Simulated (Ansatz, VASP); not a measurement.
**Two plane-wave programs on Ca**

Contents of INCAR:

```
SYSTEM = Ca
PREC     = Accurate       ! precision mode
ENCUT    = 600            ! plane-wave cutoff, eV
EDIFF    = 1E-6           ! SCF threshold, eV
ISMEAR   = -1             ! smearing method
SIGMA    = 0.1            ! smearing width, eV
LREAL    = .FALSE.        ! projectors in reciprocal space
LASPH    = .TRUE.         ! aspherical terms in the spheres
NELM     = 100            ! most SCF steps
ALGO     = Normal         ! electronic algorithm
ISIF     = 3              ! what is computed and relaxed
LWAVE    = .FALSE.        ! write WAVECAR
LCHARG   = .FALSE.        ! write CHGCAR
GGA      = PE             ! functional
IBRION   = 2              ! ionic algorithm
NSW      = 60             ! ionic steps
EDIFFG   = -0.01          ! ionic threshold
```

The input KPOINTS:

```
regular mesh
0
G
  6 6 6
  0 0 0
```

File POSCAR:

```
Ca
1.0
    0.0000000000      2.4061280000      2.4061280000
    2.4061280000      0.0000000000      2.4061280000
    2.4061280000      2.4061280000      0.0000000000
Ca
1
Direct
    0.0000000000      0.0000000000      0.0000000000
```

Input for Ansatz:

```yaml
crystal:
  lattice:
    - [0.0, 2.406128, 2.406128]
    - [2.406128, 0.0, 2.406128]
    - [2.406128, 2.406128, 0.0]
  atoms:
    - { symbol: Ca, position: [0.0, 0.0, 0.0] }
  symmetry: { tolerance: 0.0003 }
kpoints:
  mp_grid: { grid: [6, 6, 6], shift: [0, 0, 0] }
magnetization:
  spin_polarized: false
scf:
  occupations: { method: fermi_dirac }
hamiltonian:
  pseudopotentials: { kind: paw }
  xc: pbe
basis:
  ecutwfc: 420
  ecutrho_ratio: 4
output:
  forces: true
  stress: true
  eigenvalues: true
  write_density: true
  write_potential: true
  elf: true
  volumetric_format: npy
relax:
  max_steps: 40
  cell: {}
```

Alike in both runs: task relaxation of cell and atoms; functional PBE; k mesh 6 × 6 × 6; no spin polarisation.

```csv
,VASP,Ansatz
version,VASP 6.6.1,Ansatz 0.2.0
potentials or method,"VASP PAW PBE potentials, release 64 (Ca_sv), cutoff 600 eV",PAW plane waves
occupations,"fermi-dirac, width 0.1 eV",fermi-dirac
valence electrons in the cell,10,10
```

```csv
,VASP,Ansatz,Ansatz less VASP
"gap on the k mesh at the Fermi level, each at its own relaxed structure (eV)",none,none,-
relaxed volume (Å³/atom),42.21,42.10,-0.113
relaxed cell length with the largest relative difference (Å),3.908,3.905,-0.0035
```

A gap of «none» marks a metal or a gap that the smearing closes.

The k mesh is coarse, so the values compare programs but aren't converged. Noted on VASP's run: the volume moved by over 15 % at a fixed basis, so the end points are rough.
